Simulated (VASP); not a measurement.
A run of VASP 6.6.1 is set up as follows.

Contents of INCAR:

```
PREC = Accurate ; ENCUT = 520
EDIFF = 1E-6 ; ISMEAR = -1
SIGMA = 0.01 ; LREAL = F
LASPH = T ; NELM = 120
ALGO = Normal ; ISIF = 2
LWAVE = F ; LCHARG = F
GGA = PE ; NELECT = 136.0
NBANDS = 87 ; GGA_COMPAT = F
```

Contents of KPOINTS:

```
Automatic mesh
0
Gamma
  1 1 1
```

POSCAR

```
Si7WO16
1.0
    0.0000000000      5.0813926894      7.0944098913
    5.0813926894      0.0000000000      7.0944098913
    5.0813926894      5.0813926894      0.0000000000
Si W O
7 1 16
Direct
    0.2481805199      0.2516321070      0.4492255066
    0.7529570707      0.7478926277      0.9486053087
    0.0417434887      0.6879847166      0.1531831155
    0.5901757264      0.1518280224      0.6057271065
    0.4107526408      0.8478176774      0.3472404701
    0.9592679876      0.3116199889      0.8825595645
    0.0003919826     -0.0001608958      0.3068918793
    0.5004483784      0.4999283644      0.8002800248
    0.1110391029      0.2162972586      0.6762427532
    0.5812796578      0.7380971264      0.1532875032
    0.4827866287      0.3264004858      0.7550937251
    0.9606000763      0.8565536817      0.2726621207
    0.4202606719      0.2611830339      0.4719363724
    0.8906275508      0.7827828484      1.0028082928
    0.2070866058      0.8546358908      0.4056479341
    0.7285787712      0.3593115390      0.8988371500
    0.0396508293      0.1438047623      0.0900094678
    0.5178266442      0.6737245550      0.5640547367
    0.3691684270      0.0595846241      0.3365237459
    0.9040100703      0.5322170904      0.8645605300
    0.2728074507      0.6399209984      0.9870858725
    0.7942804566      0.1444029842      0.4679774127
    0.0968132099      0.4675994830      0.3010350660
    0.6311916531      0.9403359628      0.7654712272
```

Potentials or basis: VASP PAW PBE potentials, release 64 (Si, W_sv, O).

The run is started by

```bash
$ cat potpaw_PBE.64/Si/POTCAR potpaw_PBE.64/W_sv/POTCAR potpaw_PBE.64/O/POTCAR > POTCAR
$ mpirun -np 1 vasp_gam > vasp.out
```

Task: Predict the largest force.

Result: 0.371 eV/Å.

Forces on the atoms (eV/Å):
```
Si  -0.039 -0.021  0.003
Si  -0.018 -0.038 -0.005
Si   0.032 -0.025  0.028
Si   0.032 -0.020 -0.005
Si  -0.023  0.035  0.002
Si  -0.030  0.032 -0.026
Si   0.021  0.023  0.000
W    0.041  0.051 -0.006
O    0.015  0.001  0.004
O    0.007  0.014  0.022
O   -0.271 -0.077 -0.227
O   -0.014 -0.005  0.005
O    0.014  0.007 -0.026
O   -0.001  0.014 -0.002
O   -0.002 -0.018  0.020
O   -0.044  0.332  0.155
O   -0.008 -0.017 -0.002
O   -0.072 -0.272  0.225
O    0.032 -0.008  0.007
O    0.039 -0.023 -0.006
O    0.334 -0.049 -0.154
O   -0.021 -0.005 -0.019
O   -0.018  0.035  0.007
O   -0.006  0.033  0.000
```

Caveat: the k points lie up to 0.98 Å⁻¹ apart; the cell carries a net charge on a neutralising background, which shifts energy and pressure.
